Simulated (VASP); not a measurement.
TiAl: single point with PBE

The system is TiAl.

```
Ti Al
1.0
     3.02500    0.00000    0.00000
    -1.51250    2.61973    0.00000
     0.00000    0.00000    4.64841
Ti Al
1 1
Cartesian
  0.0000 0.0000 0.0000
  0.0000 1.7465 2.3242
```

```json
{
  "Program": "VASP 6.6.1",
  "Task": "single point",
  "Functional": "PBE",
  "Potentials or basis": "VASP PAW PBE potentials, release 64 (Ti_sv, Al)",
  "Cutoff": "520 eV",
  "k mesh": "18 × 18 × 10",
  "Occupations": "gaussian, width 0.15 eV",
  "Spin": "no spin polarisation"
}
```

```
Pressure               : -8.0 GPa
Band gap on the k mesh : zero (an odd number of electrons rules out a gap without spin polarisation)
```

Stress tensor (GPa, compression positive):
```
-9.16  0.00  0.00
 0.00 -9.16  0.00
 0.00  0.00 -5.81
```

Levels at points of the mesh, in eV from the Fermi level:
| k point | band 5 | band 6 | band 7 | band 8 | band 9 | band 10 | band 11 | band 12 |
| --- | --- | --- | --- | --- | --- | --- | --- | --- |
| (0.00, 0.00, 0.00) | -8.35 | -1.94 | -1.33 | 1.09 | 1.09 | 2.27 | 2.27 | 4.02 |
| (0.50, 0.00, 0.00) | -3.59 | -2.89 | -1.26 | -0.75 | 1.73 | 3.26 | 3.63 | 4.14 |
| (0.00, 0.00, 0.50) | -7.40 | -4.92 | -0.09 | 1.12 | 1.12 | 2.17 | 2.17 | 7.35 |
| (0.50, 0.00, 0.50) | -3.50 | -2.23 | -1.64 | 0.29 | 0.94 | 1.47 | 2.94 | 3.26 |

Run time: 2.5 min on 1 thread of Intel Xeon 8259CL, on a shared host, peak memory 0.25 GiB.

Caveat: the cell stands under tension.
